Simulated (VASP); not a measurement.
# GaN in VASP: settings compared

The runs below take GaN through single point, with r2SCAN, PBE.

Program: VASP 6.6.1. These are calculated values, not measurements. Logs are shortened: lines on timing, memory, paths and dates and some standing lists are left out, and cuts for length are marked.

## Step 1: The cell of the first run

It takes space group Fm-3m (No. 225, cubic). The conventional cell has a = 4.217 Å, b = 4.217 Å, c = 4.217 Å, α = 90.00°, β = 90.00°, γ = 90.00°. Ga (site symmetry m-3m) has 6 N at 2.11 Å within 2.8 Å. N (site symmetry m-3m) has 6 Ga at 2.11 Å within 2.8 Å.

## Step 2: Single point, r2SCAN, non-collinear spin, zero start, spin-orbit coupling

File POSCAR:

```
GaN
1.0
    0.0000000000      2.1085152343      2.1085152343
    2.1085152343      0.0000000000      2.1085152343
    2.1085152343      2.1085152343      0.0000000000
Ga N
1 1
Direct
    0.0000000000      0.0000000000      0.0000000000
    0.5000000000      0.5000000000      0.5000000000
```

File INCAR.step1:

```
PREC     = Accurate       # precision mode
ENCUT    = 520            # plane-wave cutoff, eV
ISMEAR   = -1             # smearing method
SIGMA    = 0.02           # smearing width, eV
LREAL    = False          # projectors in reciprocal space
LASPH    = True           # aspherical terms in the spheres
NELM     = 150            # most SCF steps
MAGMOM   = 0 0 0 0 0 0    # initial moments
LSORBIT  = True           # spin-orbit coupling
GGA_COMPAT= False        
NBANDS   = 30             # bands
GGA      = PE             # functional
ALGO     = Normal         # electronic algorithm
EDIFF    = 1E-4           # SCF threshold, eV
LWAVE    = True           # write WAVECAR
LCHARG   = False          # write CHGCAR
```

File INCAR.step2:

```
PREC     = Accurate       # precision mode
ENCUT    = 520            # plane-wave cutoff, eV
EDIFF    = 1E-6           # SCF threshold, eV
ISMEAR   = -1             # smearing method
SIGMA    = 0.02           # smearing width, eV
LREAL    = False          # projectors in reciprocal space
LASPH    = True           # aspherical terms in the spheres
NELM     = 150            # most SCF steps
ALGO     = Normal         # electronic algorithm
ISIF     = 2              # what is computed and relaxed
LWAVE    = False          # write WAVECAR
LCHARG   = False          # write CHGCAR
MAGMOM   = 0 0 0 0 0 0    # initial moments
LORBIT   = 11             # projections on sites
LSORBIT  = True           # spin-orbit coupling
GGA_COMPAT= False        
LORBMOM  = True         
METAGGA  = R2SCAN         # meta-GGA
LMIXTAU  = True         
NBANDS   = 30             # bands
ISTART   = 1
```

File KPOINTS:

```
regular mesh
0
Gamma
  10 10 10
```

Potentials or basis: VASP PAW PBE potentials, release 64 (Ga_d, N).

Started as:

```
$ cat potpaw_PBE.64/Ga_d/POTCAR potpaw_PBE.64/N/POTCAR > POTCAR
$ cp INCAR.step1 INCAR
$ mpirun -np 1 vasp_ncl > vasp.out
$ cp INCAR.step2 INCAR
$ mpirun -np 1 vasp_ncl > vasp.out
```

OUTCAR:

```text
PREC = Accurate
   ENCUT = 520
   EDIFF = 1E-6
   ISMEAR = -1
   LREAL = False
   LASPH = True
   NELM = 150
   ISIF = 2
   LORBIT = 11
   LSORBIT = True
   METAGGA = R2SCAN
   ISTART = 1

 ion  position               nearest neighbor table
   1  0.000  0.000  0.000-   2 2.11   2 2.11   2 2.11   2 2.11   2 2.11   2 2.11
   2  0.500  0.500  0.500-   1 2.11   1 2.11   1 2.11   1 2.11   1 2.11   1 2.11

  LATTYP: Found a face centered cubic cell.
 ALAT       =     4.2170304686

  Lattice vectors:

 A1 = (   0.0000000000,   2.1085152343,   2.1085152343)
 A2 = (   2.1085152343,   0.0000000000,   2.1085152343)
 A3 = (   2.1085152343,   2.1085152343,   0.0000000000)

Analysis of symmetry for initial positions (statically):
=====================================================================
 Subroutine PRICEL returns:
 Original cell was already a primitive cell.

 Routine SETGRP: Setting up the symmetry group for a
 face centered cubic supercell.

 Subroutine GETGRP returns: Found 48 space group operations
 (whereof 48 operations were pure point group operations)
 out of a pool of 48 trial point group operations.

The static configuration has the point symmetry O_h .

Analysis of symmetry for dynamics (positions and initial velocities):
=====================================================================
 Subroutine PRICEL returns:
 Original cell was already a primitive cell.

 Routine SETGRP: Setting up the symmetry group for a
 face centered cubic supercell.

 Subroutine GETGRP returns: Found 48 space group operations
 (whereof 48 operations were pure point group operations)
 out of a pool of 48 trial point group operations.

The dynamic configuration has the point symmetry O_h .

Analysis of structural, dynamic, and magnetic symmetry:
=====================================================================
 Subroutine PRICEL returns:
 Original cell was already a primitive cell.

 Routine SETGRP: Setting up the symmetry group for a
 face centered cubic supercell.

 Subroutine GETGRP returns: Found 48 space group operations
 (whereof 48 operations were pure point group operations)
 out of a pool of 48 trial point group operations.

The overall configuration has the point symmetry O_h .

 Subroutine INISYM returns: Found 48 space group operations
 (whereof 48 operations are pure point group operations),
 and found     1 'primitive' translations
[... 968 lines left out ...]
      0.00000      0.00000      0.00000        -0.000000      0.000000     -0.000000
      2.10852      2.10852      2.10852         0.000000     -0.000000      0.000000
 -----------------------------------------------------------------------------------
    total drift:                                0.000000     -0.000000     -0.000000

  FREE ENERGIE OF THE ION-ELECTRON SYSTEM (eV)
  ---------------------------------------------------
  free  energy   TOTEN  =       -20.9804183512 eV

  energy  without entropy=      -20.9804183511  energy(sigma->0) =      -20.98041835

 orbital moment (x)

 # of ion     p       d       tot
 ----------------------------------------
  1         0.000   0.000   0.000
  2         0.000   0.000   0.000
 ----------------------------------------
            0.000   0.000   0.000

 orbital moment (y)

 # of ion     p       d       tot
 ----------------------------------------
  1         0.000   0.000   0.000
  2        -0.000   0.000  -0.000
 ----------------------------------------
            0.000   0.000   0.000

 orbital moment (z)

 # of ion     p       d       tot
 ----------------------------------------
  1        -0.000   0.000  -0.000
  2         0.000   0.000   0.000
 ----------------------------------------
           -0.000   0.000  -0.000

 Spin-Orbit-Coupling matrix elements

 Ion:    1  E_soc:     -0.0090455
 l=   1
     0.0000000    -0.0007689    -0.0007689
    -0.0007689     0.0000000    -0.0007689
    -0.0007689    -0.0007689     0.0000000
 l=   2
     0.0000000    -0.0001561     0.0000000    -0.0001561    -0.0005826
    -0.0001561     0.0000000    -0.0004370    -0.0001561    -0.0001457
     0.0000000    -0.0004370     0.0000000    -0.0004370     0.0000000
    -0.0001561    -0.0001561    -0.0004370     0.0000000    -0.0001457
    -0.0005826    -0.0001457     0.0000000    -0.0001457     0.0000000
 l=   3
     0.0000000     0.0000000     0.0000000     0.0000000     0.0000000     0.0000000     0.0000000
     0.0000000     0.0000000     0.0000000     0.0000000     0.0000000     0.0000000     0.0000000
     0.0000000     0.0000000     0.0000000     0.0000000     0.0000000     0.0000000     0.0000000
     0.0000000     0.0000000     0.0000000     0.0000000     0.0000000     0.0000000     0.0000000
     0.0000000     0.0000000     0.0000000     0.0000000     0.0000000     0.0000000     0.0000000
     0.0000000     0.0000000     0.0000000     0.0000000     0.0000000     0.0000000     0.0000000
     0.0000000     0.0000000     0.0000000     0.0000000     0.0000000     0.0000000     0.0000000

 Ion:    2  E_soc:     -0.0000745
 l=   1
     0.0000000    -0.0000124    -0.0000124
    -0.0000124     0.0000000    -0.0000124
    -0.0000124    -0.0000124     0.0000000
 l=   2
     0.0000000     0.0000000     0.0000000     0.0000000     0.0000000
     0.0000000     0.0000000     0.0000000     0.0000000     0.0000000
     0.0000000     0.0000000     0.0000000     0.0000000     0.0000000
     0.0000000     0.0000000     0.0000000     0.0000000     0.0000000
     0.0000000     0.0000000     0.0000000     0.0000000     0.0000000
 l=   3
     0.0000000     0.0000000     0.0000000     0.0000000     0.0000000     0.0000000     0.0000000
     0.0000000     0.0000000     0.0000000     0.0000000     0.0000000     0.0000000     0.0000000
     0.0000000     0.0000000     0.0000000     0.0000000     0.0000000     0.0000000     0.0000000
     0.0000000     0.0000000     0.0000000     0.0000000     0.0000000     0.0000000     0.0000000
     0.0000000     0.0000000     0.0000000     0.0000000     0.0000000     0.0000000     0.0000000
     0.0000000     0.0000000     0.0000000     0.0000000     0.0000000     0.0000000     0.0000000
     0.0000000     0.0000000     0.0000000     0.0000000     0.0000000     0.0000000     0.0000000

 total charge

# of ion       s       p       d       tot
------------------------------------------
    1        0.676   0.723  10.212  11.612
    2        1.247   2.532   0.000   3.779
--------------------------------------------------
tot          1.922   3.255  10.212  15.390

 magnetization (x)

# of ion       s       p       d       tot
------------------------------------------
    1        0.000   0.000  -0.000   0.000
    2       -0.000   0.000   0.000  -0.000
--------------------------------------------------
tot         -0.000   0.000  -0.000   0.000

 magnetization (y)

# of ion       s       p       d       tot
------------------------------------------
    1        0.000   0.000   0.000   0.000
    2        0.000   0.000   0.000   0.000
--------------------------------------------------
tot          0.000   0.000   0.000   0.000

 magnetization (z)

# of ion       s       p       d       tot
------------------------------------------
    1       -0.000  -0.000  -0.000  -0.000
    2        0.000  -0.000   0.000  -0.000
--------------------------------------------------
tot          0.000  -0.000  -0.000  -0.000
```

It took 3 min on 1 thread of Intel Xeon 6975P-C (Granite Rapids), shared host; peak memory 0.24 GiB.

What came out:

* Free energy: -20.9804 eV
* Pressure: 1.3 GPa
* Net moment: 0.00 μB per cell
* Valence electrons inside the program's atomic spheres: Ga 11.61; N 3.78

Moments on the atoms (μB; x, y, z):
```
Ga  0.00 0.00 0.00
N   0.00 0.00 0.00
```

Caveat: the PAW data sets were made with another functional, which shifts forces and pressure a little.

## Step 3: Single point, r2SCAN, non-collinear spin, zero start, spin-orbit coupling (epitaxial 111 strain -4.0%)

File POSCAR:

```
GaN
1.0
    0.0750611330      2.0992357579      2.0992357579
    2.0992357579      0.0750611330      2.0992357579
    2.0992357579      2.0992357579      0.0750611330
Ga N
1 1
Direct
    0.0000000000      0.0000000000      0.0000000000
    0.5000000000      0.5000000000      0.5000000000
```

File INCAR.step1:

```
SYSTEM = GaN
  ALGO = Normal
  EDIFF = 1E-4
  ENCUT = 520
  GGA = PE
  GGA_COMPAT = .False.
  ISMEAR = -1
  LASPH = .True.
  LCHARG = .False.
  LREAL = .False.
  LSORBIT = .True.
  LWAVE = .True.
  MAGMOM = 0 0 0 0 0 0
  NBANDS = 30
  NELM = 150
  PREC = Accurate
  SIGMA = 0.02
```

File INCAR.step2:

```
SYSTEM = GaN
  ALGO = Normal
  EDIFF = 1E-7
  ENCUT = 520
  GGA_COMPAT = .False.
  ISIF = 2
  ISMEAR = -1
  ISTART = 1
  LASPH = .True.
  LCHARG = .False.
  LMIXTAU = .True.
  LORBIT = 11
  LORBMOM = .True.
  LREAL = .False.
  LSORBIT = .True.
  LWAVE = .False.
  MAGMOM = 0 0 0 0 0 0
  METAGGA = R2SCAN
  NBANDS = 30
  NELM = 150
  PREC = Accurate
  SIGMA = 0.02
```

File KPOINTS:

```
k-points
0
Gamma
  10 10 10
  0 0 0
```

Potentials or basis: VASP PAW PBE potentials, release 64 (Ga_d, N).

Started as:

```
$ cat potpaw_PBE.64/Ga_d/POTCAR potpaw_PBE.64/N/POTCAR > POTCAR
$ cp INCAR.step1 INCAR
$ mpirun -np 1 vasp_ncl > vasp.out
$ cp INCAR.step2 INCAR
$ mpirun -np 1 vasp_ncl > vasp.out
```

OUTCAR:

```text
SYSTEM = GaN
   EDIFF = 1E-7
   ENCUT = 520
   ISIF = 2
   ISMEAR = -1
   ISTART = 1
   LASPH = .True.
   LORBIT = 11
   LREAL = .False.
   LSORBIT = .True.
   METAGGA = R2SCAN
   NELM = 150
   PREC = Accurate

 ion  position               nearest neighbor table
   1  0.000  0.000  0.000-   2 2.06   2 2.06   2 2.06   2 2.06   2 2.06   2 2.06
   2  0.500  0.500  0.500-   1 2.06   1 2.06   1 2.06   1 2.06   1 2.06   1 2.06

  LATTYP: Found a trigonal (rhomboedric) cell.
 ALAT       =     2.9697164357
 COS(alpha) =     0.5354141403

  Lattice vectors:

 A1 = (   0.0750611330,   2.0992357579,   2.0992357579)
 A2 = (   2.0992357579,   0.0750611330,   2.0992357579)
 A3 = (   2.0992357579,   2.0992357579,   0.0750611330)

Analysis of symmetry for initial positions (statically):
=====================================================================
 Subroutine PRICEL returns:
 Original cell was already a primitive cell.

 Routine SETGRP: Setting up the symmetry group for a
 trigonal (rhombohedral) supercell.

 Subroutine GETGRP returns: Found 12 space group operations
 (whereof 12 operations were pure point group operations)
 out of a pool of 12 trial point group operations.

The static configuration has the point symmetry D_3d.

Analysis of symmetry for dynamics (positions and initial velocities):
=====================================================================
 Subroutine PRICEL returns:
 Original cell was already a primitive cell.

 Routine SETGRP: Setting up the symmetry group for a
 trigonal (rhombohedral) supercell.

 Subroutine GETGRP returns: Found 12 space group operations
 (whereof 12 operations were pure point group operations)
 out of a pool of 12 trial point group operations.

The dynamic configuration has the point symmetry D_3d.

Analysis of structural, dynamic, and magnetic symmetry:
=====================================================================
 Subroutine PRICEL returns:
 Original cell was already a primitive cell.

 Routine SETGRP: Setting up the symmetry group for a
 trigonal (rhombohedral) supercell.

 Subroutine GETGRP returns: Found 12 space group operations
 (whereof 12 operations were pure point group operations)
 out of a pool of 12 trial point group operations.

The overall configuration has the point symmetry D_3d.

 Subroutine INISYM returns: Found 12 space group operations
 (whereof 12 operations are pure point group operations),
 and found     1 'primitive' translations

----------------------------------------------------------------------------------------

                                     Primitive cell

  volume of cell :      17.5099

  direct lattice vectors                    reciprocal lattice vectors
     0.075061133  2.099235758  2.099235758    -0.251352866  0.242675656  0.242675656
     2.099235758  0.075061133  2.099235758     0.242675656 -0.251352866  0.242675656
     2.099235758  2.099235758  0.075061133     0.242675656  0.242675656 -0.251352866

  length of vectors
     2.969716436  2.969716436  2.969716436     0.425395360  0.425395360  0.425395360

[... 938 lines left out ...]
  --------------------------------------------------------------------------------------
  -------------------------------------------------------------------------------------
  Total        2.3072348      2.3072348      2.3072348     -1.0615868     -1.0615868     -1.0615868
  in kB      211.1151509    211.1151509    211.1151509    -97.1366504    -97.1366504    -97.1366504
  external PRESSURE =     211.1151509 kB  Pullay stress =       0.0000000 kB

 VOLUME and BASIS-vectors are now :
 -----------------------------------------------------------------------------
  energy-cutoff  :      520.00
  volume of cell :       17.51
      direct lattice vectors                 reciprocal lattice vectors
     0.075061133  2.099235758  2.099235758    -0.251352866  0.242675656  0.242675656
     2.099235758  0.075061133  2.099235758     0.242675656 -0.251352866  0.242675656
     2.099235758  2.099235758  0.075061133     0.242675656  0.242675656 -0.251352866

 POSITION                                       TOTAL-FORCE (eV/Angst)
 -----------------------------------------------------------------------------------
      0.00000      0.00000      0.00000        -0.000000      0.000000      0.000000
      2.13677      2.13677      2.13677         0.000000     -0.000000     -0.000000
 -----------------------------------------------------------------------------------
    total drift:                                0.000000     -0.000000     -0.000000

  FREE ENERGIE OF THE ION-ELECTRON SYSTEM (eV)
  ---------------------------------------------------
  free  energy   TOTEN  =       -20.8412346467 eV

  energy  without entropy=      -20.8412346467  energy(sigma->0) =      -20.84123465

 orbital moment (x)

 # of ion     p       d       tot
 ----------------------------------------
  1         0.000  -0.000   0.000
  2         0.000   0.000   0.000
 ----------------------------------------
            0.000  -0.000   0.000

 orbital moment (y)

 # of ion     p       d       tot
 ----------------------------------------
  1        -0.000  -0.000  -0.000
  2         0.000   0.000   0.000
 ----------------------------------------
           -0.000  -0.000  -0.000

 orbital moment (z)

 # of ion     p       d       tot
 ----------------------------------------
  1         0.000  -0.000  -0.000
  2        -0.000   0.000  -0.000
 ----------------------------------------
           -0.000  -0.000  -0.000

 Spin-Orbit-Coupling matrix elements

 Ion:    1  E_soc:     -0.0093182
 l=   1
     0.0000000    -0.0008127    -0.0008127
    -0.0008127     0.0000000    -0.0008127
    -0.0008127    -0.0008127     0.0000000
 l=   2
     0.0000000    -0.0001575     0.0000000    -0.0001575    -0.0005828
    -0.0001575     0.0000000    -0.0004371    -0.0001575    -0.0001457
     0.0000000    -0.0004371     0.0000000    -0.0004371     0.0000000
    -0.0001575    -0.0001575    -0.0004371     0.0000000    -0.0001457
    -0.0005828    -0.0001457     0.0000000    -0.0001457     0.0000000
 l=   3
     0.0000000     0.0000000     0.0000000     0.0000000     0.0000000     0.0000000     0.0000000
     0.0000000     0.0000000     0.0000000     0.0000000     0.0000000     0.0000000     0.0000000
     0.0000000     0.0000000     0.0000000     0.0000000     0.0000000     0.0000000     0.0000000
     0.0000000     0.0000000     0.0000000     0.0000000     0.0000000     0.0000000     0.0000000
     0.0000000     0.0000000     0.0000000     0.0000000     0.0000000     0.0000000     0.0000000
     0.0000000     0.0000000     0.0000000     0.0000000     0.0000000     0.0000000     0.0000000
     0.0000000     0.0000000     0.0000000     0.0000000     0.0000000     0.0000000     0.0000000

 Ion:    2  E_soc:     -0.0000739
 l=   1
     0.0000000    -0.0000123    -0.0000123
    -0.0000123     0.0000000    -0.0000123
    -0.0000123    -0.0000123     0.0000000
 l=   2
     0.0000000     0.0000000     0.0000000     0.0000000     0.0000000
     0.0000000     0.0000000     0.0000000     0.0000000     0.0000000
     0.0000000     0.0000000     0.0000000     0.0000000     0.0000000
     0.0000000     0.0000000     0.0000000     0.0000000     0.0000000
     0.0000000     0.0000000     0.0000000     0.0000000     0.0000000
 l=   3
     0.0000000     0.0000000     0.0000000     0.0000000     0.0000000     0.0000000     0.0000000
     0.0000000     0.0000000     0.0000000     0.0000000     0.0000000     0.0000000     0.0000000
     0.0000000     0.0000000     0.0000000     0.0000000     0.0000000     0.0000000     0.0000000
     0.0000000     0.0000000     0.0000000     0.0000000     0.0000000     0.0000000     0.0000000
     0.0000000     0.0000000     0.0000000     0.0000000     0.0000000     0.0000000     0.0000000
     0.0000000     0.0000000     0.0000000     0.0000000     0.0000000     0.0000000     0.0000000
     0.0000000     0.0000000     0.0000000     0.0000000     0.0000000     0.0000000     0.0000000

 total charge

# of ion       s       p       d       tot
------------------------------------------
    1        0.685   0.794  10.266  11.745
    2        1.247   2.591   0.000   3.838
--------------------------------------------------
tot          1.932   3.385  10.266  15.583

 magnetization (x)

# of ion       s       p       d       tot
------------------------------------------
    1        0.000  -0.000   0.000   0.000
    2        0.000  -0.000   0.000   0.000
--------------------------------------------------
tot          0.000  -0.000   0.000   0.000

 magnetization (y)

# of ion       s       p       d       tot
------------------------------------------
    1        0.000  -0.000   0.000  -0.000
    2       -0.000   0.000   0.000  -0.000
--------------------------------------------------
tot         -0.000  -0.000   0.000  -0.000

 magnetization (z)

# of ion       s       p       d       tot
------------------------------------------
    1        0.000   0.000   0.000   0.000
    2        0.000  -0.000   0.000   0.000
--------------------------------------------------
tot          0.000   0.000   0.000   0.000
```

Wall time 7 min (1 thread of Intel Xeon 6975P-C (Granite Rapids), shared host); peak memory 0.28 GiB.

What came out:

| Quantity | Value |
| --- | --- |
| Free energy | -20.8412 eV |
| Pressure | 21.1 GPa |
| Net moment | 0.00 μB per cell |
| Valence electrons inside the program's atomic spheres | Ga 11.74; N 3.84 |

Moments on the atoms (μB; x, y, z):
```
Ga  0.00 0.00 0.00
N   0.00 0.00 0.00
```

Caveat: the cell differs from its parent crystal (epitaxial 111 strain -4.0%); the cell stands under pressure; the PAW data sets were made with another functional, which shifts forces and pressure a little.

(Continued in part 2 of 2.)
